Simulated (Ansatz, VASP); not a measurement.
# ZnSe in VASP and in Ansatz

File INCAR:

```
PREC = Accurate
ENCUT = 520
EDIFF = 1E-6
ISMEAR = 0
SIGMA = 0.05
LREAL = F
LASPH = T
NELM = 100
ALGO = Normal
ISIF = 2
LWAVE = F
LCHARG = F
GGA = PE
NBANDS = 16
```

Contents of KPOINTS:

```
Automatic mesh
0
Gamma
  10 10 10
```

File POSCAR:

```
ZnSe
1.0
    0.0000000000      3.1600545867      2.8009702062
    2.8009702062      0.0000000000      2.8009702062
    2.8009702062      3.1600545867      0.0000000000
Zn Se
1 1
Direct
    0.0000000000      0.0000000000      0.0000000000
    0.7500000000      0.7500000000      0.7500000000
```

Input for Ansatz:

```yaml
crystal:
  lattice:
    - [0.0, 3.1600545867, 2.8009702062]
    - [2.8009702062, 0.0, 2.8009702062]
    - [2.8009702062, 3.1600545867, 0.0]
  atoms:
    - { symbol: Zn, position: [0.0, 0.0, 0.0] }
    - { symbol: Se, position: [0.75, 0.75, 0.75] }
basis:
  ecutwfc: 520.0
kpoints:
  mp_grid: { grid: [10, 10, 10] }
hamiltonian:
  xc: pbe
  pseudopotentials: { kind: paw, azcp: { folder: soft_1 } }
scf:
  occupations: { method: gaussian, width: 0.05 }
output:
  forces: true
  stress: true
  eigenvalues: true
```

Alike in both runs: task single point; functional PBE; k mesh 10 × 10 × 10; occupations gaussian, width 0.05 eV; no spin polarisation.

|  | VASP | Ansatz |
| --- | --- | --- |
| version | VASP 6.6.1 | Ansatz 0.2.0 |
| potentials or method | VASP PAW PBE potentials, release 64 (Zn, Se), cutoff 520 eV | scalar-relativistic, plane waves, PAW |
| valence electrons in the cell | 18 | 28 |

Ansatz gave:

```
gap on the k mesh at the Fermi level (eV)                     : 0.71
least direct gap on the mesh (eV)                             : 0.71
pressure (GPa)                                                : -2.8
traceless stress, the component that is largest in VASP (GPa) : -3.41
```

Question: Estimate VASP's values.

Answer: gap on the k mesh at the Fermi level (eV): 0.72; least direct gap on the mesh (eV): 0.72; pressure (GPa): -2.6; traceless stress, the component that is largest in VASP (GPa): -3.39.

VASP's potentials hold 18 valence electrons a cell and Ansatz's 28, so a difference there can come from the potentials and not from the codes.
